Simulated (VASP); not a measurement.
**Rb: single point with PBEsol**

The system is Rb.

```
CELL_PARAMETERS angstrom
0.00000 4.27405 4.27405
4.27405 0.00000 4.27405
4.27405 4.27405 0.00000
ATOMIC_POSITIONS crystal
Rb 0.87500 0.87500 0.87500
Rb 0.12500 0.12500 0.12500
```

This isn't the form of Rb at room conditions, which is bcc.

```json
{
 "Program": "VASP 6.6.1",
 "Task": "single point",
 "Functional": "PBEsol",
 "Potentials or basis": "VASP PAW PBE potentials, release 64 (Rb_sv)",
 "Cutoff": "520 eV",
 "k mesh": "8 × 8 × 8",
 "Occupations": "fermi-dirac, width 0.05 eV",
 "Spin": "no spin polarisation",
 "Dipole correction": "no",
 "Further INCAR settings": "ALGO = Normal; EDIFF = 1e-07; NBANDS = 16"
}
```

| Quantity | Value |
| --- | --- |
| Pressure | 1.2 GPa |
| Band gap on the k mesh | zero (bands 9 and 10 overlap by 0.48 eV) |

Levels at points of the mesh, in eV from the Fermi level:
```tsv
k point	band 5	band 6	band 7	band 8	band 9	band 10	band 11	band 12	band 13	band 14
(0.00, 0.00, 0.00)	-13.74	-13.38	-13.38	-13.38	-2.21	2.11	2.11	2.37	2.37	2.37
(0.50, 0.00, 0.00)	-13.76	-13.38	-13.33	-13.33	-0.62	-0.18	1.64	1.64	2.52	2.91
(0.50, 0.50, 0.00)	-13.57	-13.57	-13.28	-13.28	0.06	0.06	1.15	1.15	2.47	2.47
```

It took 82 s on 1 thread of AMD EPYC 9R14 (Zen 4), on a shared host, peak memory 0.3 GiB.

Caveat: the PAW data sets were made with another functional, which shifts forces and pressure a little.
